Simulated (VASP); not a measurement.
# Mg (Fd-3m) in VASP: single point with LDA

Aim: the single point of Mg with LDA.

Everything below comes from runs of VASP 6.6.1. Logs are shortened: lines on timing, memory, paths and dates and some standing lists are left out, and cuts for length are marked.

### 1 The cell of the first run

Symmetry: Fd-3m, No. 227, cubic system. Conventional cell: a = 6.701 Å, b = 6.701 Å, c = 6.701 Å, α = 90.00°, β = 90.00°, γ = 90.00°. Mg (site symmetry -43m) has 4 Mg at 2.90 Å within 3.8 Å.

### 2 Single point, LDA

INCAR

```
SYSTEM = Mg
ALGO = Normal
EDIFF = 1E-6
ENCUT = 520
GGA = CA
ISIF = 2
ISMEAR = -1
LASPH = .True.
LCHARG = .False.
LREAL = .False.
LWAVE = .False.
NBANDS = 9
NELM = 100
PREC = Accurate
SIGMA = 0.13605693000000002
```

KPOINTS

```
k-points
0
Gamma
  8 8 8
  0 0 0
```

POSCAR

```
Mg
1.0
    0.0000000000      3.3506421877      3.3506421877
    3.3506421877      0.0000000000      3.3506421877
    3.3506421877      3.3506421877      0.0000000000
Mg
2
Direct
    0.0000000000      0.0000000000      0.0000000000
    0.2500000000      0.2500000000      0.2500000000
```

Potentials or basis: VASP PAW LDA potentials, release 64 (Mg).

Command:

```sh
cat potpaw_LDA.64/Mg/POTCAR > POTCAR
mpirun -np 1 vasp_std > vasp.out
```

OUTCAR:

```text
SYSTEM = Mg
   EDIFF = 1E-6
   ENCUT = 520
   GGA = CA
   ISIF = 2
   ISMEAR = -1
   LASPH = .True.
   LREAL = .False.
   NELM = 100
   PREC = Accurate

 ion  position               nearest neighbor table
   1  0.000  0.000  0.000-   2 2.90   2 2.90   2 2.90   2 2.90
   2  0.250  0.250  0.250-   1 2.90   1 2.90   1 2.90   1 2.90

  LATTYP: Found a face centered cubic cell.
 ALAT       =     6.7012843754

  Lattice vectors:

 A1 = (   0.0000000000,   3.3506421877,   3.3506421877)
 A2 = (   3.3506421877,   0.0000000000,   3.3506421877)
 A3 = (   3.3506421877,   3.3506421877,   0.0000000000)

Analysis of symmetry for initial positions (statically):
=====================================================================
 Subroutine PRICEL returns:
 Original cell was already a primitive cell.

 Routine SETGRP: Setting up the symmetry group for a
 face centered cubic supercell.

 Subroutine GETGRP returns: Found 48 space group operations
 (whereof 24 operations were pure point group operations)
 out of a pool of 48 trial point group operations.

The static configuration has the point symmetry T_d .
 The point group associated with its full space group is O_h .

Analysis of symmetry for dynamics (positions and initial velocities):
=====================================================================
 Subroutine PRICEL returns:
 Original cell was already a primitive cell.

 Routine SETGRP: Setting up the symmetry group for a
 face centered cubic supercell.

 Subroutine GETGRP returns: Found 48 space group operations
 (whereof 24 operations were pure point group operations)
 out of a pool of 48 trial point group operations.

The dynamic configuration has the point symmetry T_d .
 The point group associated with its full space group is O_h .

 Subroutine INISYM returns: Found 48 space group operations
 (whereof 24 operations are pure point group operations),
 and found     1 'primitive' translations

----------------------------------------------------------------------------------------

                                     Primitive cell

  volume of cell :      75.2340

  direct lattice vectors                    reciprocal lattice vectors
     0.000000000  3.350642188  3.350642188    -0.149225125  0.149225125  0.149225125
     3.350642188  0.000000000  3.350642188     0.149225125 -0.149225125  0.149225125
     3.350642188  3.350642188  0.000000000     0.149225125  0.149225125 -0.149225125

  length of vectors
     4.738523625  4.738523625  4.738523625     0.258465499  0.258465499  0.258465499

  position of ions in fractional coordinates (direct lattice)
     0.000000000  0.000000000  0.000000000
     0.250000000  0.250000000  0.250000000

  ion indices of the primitive-cell ions
   primitive index   ion index
                 1           1
                 2           2

----------------------------------------------------------------------------------------

 KPOINTS: k-points

Automatic generation of k-mesh.
 Grid dimensions read from file:
 generate k-points for:    8    8    8

 Generating k-lattice:

  Cartesian coordinates                     Fractional coordinates (reciprocal lattice)
    -0.018653141  0.018653141  0.018653141     0.125000000  0.000000000  0.000000000
     0.018653141 -0.018653141  0.018653141     0.000000000  0.125000000  0.000000000
     0.018653141  0.018653141 -0.018653141     0.000000000  0.000000000  0.125000000

  Length of vectors
     0.032308187  0.032308187  0.032308187

  Shift w.r.t. Gamma in fractional coordinates (k-lattice)
     0.000000000  0.000000000  0.000000000

 Subroutine IBZKPT returns following result:
 ===========================================

 Found     29 irreducible k-points:

 Following reciprocal coordinates:
            Coordinates               Weight
  0.000000  0.000000  0.000000      1.000000
  0.125000  0.000000  0.000000      8.000000
  0.250000  0.000000  0.000000      8.000000
  0.375000  0.000000  0.000000      8.000000
  0.500000  0.000000  0.000000      4.000000
  0.125000  0.125000  0.000000      6.000000
[... 16 lines left out ...]
  0.500000  0.250000  0.125000     48.000000
 -0.375000  0.250000  0.125000     24.000000
 [... further k-points ...]
   k-points           NKPTS =     29   k-points in BZ     NKDIM =     29   number of bands    NBANDS=      9
   number of dos      NEDOS =    301   number of ions     NIONS =      2
   total plane-waves  NPLWV =  46656
   dimension x,y,z NGX =    36 NGY =   36 NGZ =   36
   dimension x,y,z NGXF=    72 NGYF=   72 NGZF=   72
   ions per type =               2
   NGX,Y,Z   is equivalent  to a cutoff of  12.63, 12.63, 12.63 a.u.
   NGXF,Y,Z  is equivalent  to a cutoff of  25.26, 25.26, 25.26 a.u.
 SYSTEM =  Mg
   PREC   = accura    normal or accurate (medium, high low for compatibility)
   ISTART =      0    job   : 0-new  1-cont  2-samecut
   ICHARG =      2    charge: 1-file 2-atom 10-const
   ISPIN  =      1    spin polarized calculation?
   LNONCOLLINEAR =      F non collinear calculations
   LSORBIT =      F    spin-orbit coupling
   LASPH  =      T    aspherical Exc in radial PAW
   ENCUT  =  520.0 eV  38.22 Ry    6.18 a.u.   8.81  8.81  8.81*2*pi/ulx,y,z
   NELM   =    100;   NELMIN=  2; NELMDL= -5     # of ELM steps
   EDIFF  = 0.1E-05   stopping-criterion for ELM
   LREAL  =      F    real-space projection
   EDIFFG = 0.1E-04   stopping-criterion for IOM
   NSW    =      0    number of steps for IOM
   IBRION =     -1    ionic relax: 0-MD 1-quasi-New 2-CG
   NFREE  =      0    steps in history (QN), initial steepest desc. (CG)
   ISIF   =      2    stress and relaxation
   ISYM   =      2    0-nonsym 1-usesym 2-fastsym
   POTIM  = 0.5000    time-step for ionic-motion
   TEBEG  =    0.0;   TEEND  =   0.0 temperature during run
   PSTRESS=    0.0 pullay stress
   NELECT =       4.0000    total number of electrons
   NUPDOWN=      -1.0000    fix difference up-down
   EMIN   =  10.00;   EMAX   =-10.00  energy-range for DOS
   EFERMI =   0.00;   METHOD = LEGACY
   ISMEAR =    -1;   SIGMA  =   0.14  broadening in eV -4-tet -1-fermi 0-gaus
   EFERMI_NEDOS =   21; number of points for ismear=-14 and -15
   IALGO  =     38    algorithm
   IMIX   =      4    mixing-type and parameters
     AMIX     =   0.40;   BMIX     =  1.00
     AMIX_MAG =   1.60;   BMIX_MAG =  1.00
  volume/ion in A,a.u.               =      37.62       253.85
  Fermi-wavevector in a.u.,A,eV,Ry     =   0.615588  1.163293  5.155908  0.378949
  Thomas-Fermi vector in A             =   1.673012
   LORBIT       =      0    0 simple, 1 ext, 2 COOP (PROOUT), +10 PAW based schemes
   GGA     = CA    functional components
   LHFCALC =     F    Hartree Fock is set to
   AEXX    =    0.0000 exact exchange contribution
   IVDW    =     0    specifies the selected vdW correction
   LEPSILON=     F    determine dielectric tensor
   LRPA    =     F    only Hartree local field effects (RPA)
 non-spin polarized calculation
  energy-cutoff  :      520.00
  volume of cell :       75.23
 maximum number of plane-waves:      2085
   NGX = 17   NGY = 17   NGZ = 17

 number of electron       4.0000000 magnetization

 Free energy of the ion-electron system (eV)
  ---------------------------------------------------
  ext. energy  EPLUGINS =         0.00000000
  ---------------------------------------------------
  free energy    TOTEN  =        -2.00090418 eV

  energy without entropy =       -1.92694441  energy(sigma->0) =       -1.96392430

 E-fermi :   0.1887     XC(G=0):  -7.0185

 val. band max:        0.1791022289   @ k =  -0.3750   0.2500   0.0000
 cond. band min:       0.2624833784   @ k =  -0.2500   0.2500   0.0000
 fundamental gap:      0.0833811495
 Fermi energy:         0.1886500212

 k-point     1 :       0.0000    0.0000    0.0000
  band No.  band energies     occupation
      1      -4.9601      2.00000
      2       3.5114      0.00000
      3       3.5114      0.00000
      4       3.5114      0.00000
      5       4.5831      0.00000
      6       4.5831      0.00000
      7       4.5831      0.00000
      8       6.3015      0.00000
      9       7.2119      0.00000

 k-point     2 :       0.1250    0.0000    0.0000
  band No.  band energies     occupation
      1      -4.8124      2.00000
      2       2.2459      0.00000
      3       3.2365      0.00000
      4       3.2365      0.00000
      5       4.7336      0.00000
      6       4.9651      0.00000
      7       4.9651      0.00000
      8       6.9848      0.00000
      9       7.0325      0.00000

 k-point     3 :       0.2500    0.0000    0.0000
  band No.  band energies     occupation
      1      -4.3761      2.00000
      2       0.5305      0.14995
      3       2.8865      0.00000
      4       2.8865      0.00000
      5       4.4808      0.00000
      6       5.1614      0.00000
      7       5.1614      0.00000
      8       7.0839      0.00000
      9       7.0839      0.00000

 k-point     4 :       0.3750    0.0000    0.0000
  band No.  band energies     occupation
      1      -3.6911      2.00000
      2      -0.9708      1.99960
      3       2.6808      0.00000
      4       2.6808      0.00000
      5       4.2775      0.00000
      6       4.8328      0.00000
      7       4.8328      0.00000
      8       6.9166      0.00000
      9       8.2651      0.00000
[... 205 lines left out ...]
 k-point    22 :       0.3750    0.2500    0.1250
  band No.  band energies     occupation
      1      -3.9890      2.00000
      2       0.5576      0.12458
      3       1.1103      0.00228
      4       2.3028      0.00000
      5       4.3710      0.00000
      6       4.9076      0.00000
      7       5.7681      0.00000
      8       6.8257      0.00000
      9       7.8509      0.00000

 k-point    23 :       0.5000    0.2500    0.1250
  band No.  band energies     occupation
      1      -3.3084      2.00000
      2      -0.6974      1.99704
      3       0.7694      0.02762
      4       1.8083      0.00001
      5       4.4829      0.00000
      6       5.1131      0.00000
      7       6.0102      0.00000
      8       7.0237      0.00000
      9       8.7749      0.00000

 k-point    24 :      -0.3750    0.2500    0.1250
  band No.  band energies     occupation
      1      -2.7344      2.00000
      2      -1.5207      1.99999
      3       0.7361      0.03516
      4       1.5856      0.00007
      5       4.5140      0.00000
      6       4.8768      0.00000
      7       6.8488      0.00000
      8       7.6132      0.00000
      9       7.8191      0.00000

 [... further k-points ...]
[... 5 lines left out ...]
  --------------------------------------------------------------------------------------
  -------------------------------------------------------------------------------------
  Total       -0.0540577     -0.0540577     -0.0540577     -0.0000000     -0.0000000      0.0000000
  in kB       -1.1512086     -1.1512086     -1.1512086     -0.0000000     -0.0000000      0.0000000
  external PRESSURE =      -1.1512086 kB  Pullay stress =       0.0000000 kB

 VOLUME and BASIS-vectors are now :
 -----------------------------------------------------------------------------
  energy-cutoff  :      520.00
  volume of cell :       75.23
      direct lattice vectors                 reciprocal lattice vectors
     0.000000000  3.350642188  3.350642188    -0.149225125  0.149225125  0.149225125
     3.350642188  0.000000000  3.350642188     0.149225125 -0.149225125  0.149225125
     3.350642188  3.350642188  0.000000000     0.149225125  0.149225125 -0.149225125

 POSITION                                       TOTAL-FORCE (eV/Angst)
 -----------------------------------------------------------------------------------
      0.00000      0.00000      0.00000         0.000000      0.000000      0.000000
      1.67532      1.67532      1.67532        -0.000000     -0.000000     -0.000000
 -----------------------------------------------------------------------------------
    total drift:                                0.000000      0.000000     -0.000000

  FREE ENERGIE OF THE ION-ELECTRON SYSTEM (eV)
  ---------------------------------------------------
  free  energy   TOTEN  =        -2.0009041840 eV

  energy  without entropy=       -1.9269444133  energy(sigma->0) =       -1.96392430
```

Run time: 13 s. Hardware: 1 thread of AMD EPYC 7R13 (Zen 3), shared host; peak memory 0.14 GiB.

Results:

- Free energy: -2.0009 eV
- Pressure: -0.1 GPa
- Band gap on the k mesh: zero (band 2 reaches 3.51 eV, above the bottom of band 3 at -0.28 eV)

Levels at points of the mesh, in eV from the Fermi level:
| k point | band 1 | band 2 | band 3 | band 4 | band 5 | band 6 |
| --- | --- | --- | --- | --- | --- | --- |
| (0.00, 0.00, 0.00) | -5.15 | 3.32 | 3.32 | 3.32 | 4.39 | 4.39 |
| (0.50, 0.00, 0.00) | -3.31 | -2.01 | 2.43 | 2.43 | 4.02 | 4.48 |
| (0.50, 0.50, 0.00) | -2.11 | -2.11 | 1.00 | 1.00 | 2.49 | 2.49 |
